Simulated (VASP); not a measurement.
Input of a VASP 6.6.1 run:

The input INCAR:

```
SYSTEM = AlNi
PREC = Accurate
ENCUT = 600
EDIFF = 1E-6
ISMEAR = -1
SIGMA = 0.05
LREAL = .False.
LASPH = .True.
NELM = 200
ALGO = Normal
ISIF = 2
LWAVE = .False.
LCHARG = .False.
ISPIN = 2
MAGMOM = 1 0
LORBIT = 11
LMAXMIX = 4
GGA = PE
NBANDS = 18
GGA_COMPAT = .False.
```

Contents of KPOINTS:

```
Automatic mesh
0
Gamma
  9 9 9
  0 0 0
```

POSCAR

```
AlNi
1.0
    2.8923541709      0.0000000000      0.0000000000
    0.0000000000      2.8923541709      0.0000000000
    0.0000000000      0.0000000000      2.8923541709
Ni Al
1 1
Direct
    0.5000000000      0.5000000000      0.5000000000
    0.0000000000      0.0000000000      0.0000000000
```

Potentials or basis: VASP PAW PBE potentials, release 64 (Ni, Al).

Launch:

```bash
$ cat potpaw_PBE.64/Ni/POTCAR potpaw_PBE.64/Al/POTCAR > POTCAR
$ mpirun -np 1 vasp_std > vasp.out
```

**Question.** Estimate the pressure.

**Answer.** 0.0 GPa.

**Question.** Estimate the net moment.

**Answer.** 0.00 μB per cell.
